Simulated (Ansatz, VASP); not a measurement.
## KMgF3 in VASP and in Ansatz

```xyz
5
Lattice="3.9802 0.0000 0.0000 0.0000 3.9802 0.0000 0.0000 0.0000 4.0551" Properties=species:S:1:pos:R:3 pbc="T T T"
K     1.9901    1.9901    2.0275
Mg    0.0000    0.0000    0.0000
F     1.9901    0.0000    0.0000
F     0.0000    1.9901    0.0000
F     0.0000    0.0000    2.0275
```

Change from the starting cell: uniaxial_z strain +1.9%.

Alike in both runs: task single point; functional r2SCAN; k mesh 6 × 6 × 6; no spin polarisation.

|  | VASP | Ansatz |
| --- | --- | --- |
| version | VASP 6.6.1 | Ansatz 0.2.0 |
| potentials or method | VASP PAW PBE potentials, release 64 (K_sv, Mg, F) | plane waves, PAW |
| plane-wave cutoff (eV) | 660 | 500 |
| occupations | gaussian, width 0.01 eV | fixed |
| valence electrons in the cell | 32 | 40 |

VASP gave:

- gap on the k mesh at the Fermi level (eV): 8.13
- pressure (GPa): -2.1
- traceless stress, the component that is largest in VASP (GPa): -1.18

Estimate Ansatz's values.

gap on the k mesh at the Fermi level (eV): 8.15; pressure (GPa): -1.3; traceless stress, the component that is largest in VASP (GPa): -1.19.

VASP's potentials were made for PBE, not for r2SCAN. VASP's potentials hold 32 valence electrons a cell and Ansatz's 40, so a difference there can come from the potentials and not from the codes.
